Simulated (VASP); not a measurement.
Here is a VASP 6.6.1 calculation.

File INCAR:

```
PREC     = Accurate       # precision mode
ENCUT    = 520            # plane-wave cutoff, eV
EDIFF    = 1E-7           # SCF threshold, eV
ISMEAR   = -1             # smearing method
SIGMA    = 0.05           # smearing width, eV
LREAL    = False          # projectors in reciprocal space
LASPH    = True           # aspherical terms in the spheres
NELM     = 80             # most SCF steps
ALGO     = Normal         # electronic algorithm
ISIF     = 2              # what is computed and relaxed
LWAVE    = False          # write WAVECAR
LCHARG   = True           # write CHGCAR
GGA      = PE             # functional
LELF     = True           # ELF
LVHAR    = True         
NBANDS   = 14             # bands
```

Contents of KPOINTS:

```
regular mesh
0
Gamma
  10 10 10
```

Contents of POSCAR:

```
HfC
1.0
    0.0000000000      2.3403977997      2.3403977997
    2.3403977997      0.0000000000      2.3403977997
    2.3403977997      2.3403977997      0.0000000000
Hf C
1 1
Direct
    0.5000000000      0.5000000000      0.5000000000
    0.0000000000      0.0000000000      0.0000000000
```

Potentials or basis: VASP PAW PBE potentials, release 64 (Hf_pv, C).

The run is started by

```console
$ cat potpaw_PBE.64/Hf_pv/POTCAR potpaw_PBE.64/C/POTCAR > POTCAR
$ mpirun -np 1 vasp_std > vasp.out
```

(1) What does it give for the band gap on the k mesh?

(2) What does it give for the pressure?

## Answers

(1) zero (band 7 reaches 6.79 eV, above the bottom of band 8 at 5.39 eV).

(2) -4.9 GPa.

Caveat: spin-orbit coupling is left out, which moves the levels of the heavy elements.
